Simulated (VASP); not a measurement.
Crystal: Ti3Al.

```
Ti Al
1.0
     0.00000    3.31890    3.31890
     3.31890    0.00000    3.31890
     3.31890    3.31890    0.00000
Ti Al
3 1
Direct
  0.75000 0.75000 0.75000
  0.25000 0.25000 0.25000
  0.00000 0.00000 0.00000
  0.50000 0.50000 0.50000
```

Base run:

```yaml
Program: VASP 6.6.1
Functional: PBEsol
Potentials_or_basis: VASP PAW PBE potentials, release 64 (Ti_sv, Al)
Cutoff: 520 eV
k_mesh: 12 × 12 × 12
Occupations: gaussian, width 0.15 eV
Spin: collinear spin, ferromagnetic start
Starting_moments: "[0.6, 0.6, 0.6, 0.0] μB"
Fixed_moment: 1.8 μB
```

Its results: pressure -11.0 GPa; site moments Ti +0.20, +0.95; Al -0.02 μB.

Problem. The run is repeated on the same cell with these changes: fixed moment from 1.8 μB to 0.9 μB; moments at the start from [0.6, 0.6, 0.6, 0.0] to [0.3, 0.3, 0.3, 0.0]. What comes out?

Solution. Pressure -11.5 GPa; site moments Ti +0.03, +0.64; Al -0.01 μB.

Caveats: the PAW data sets were made with another functional, which shifts forces and pressure a little; the total moment is fixed, so each spin has its own Fermi level.
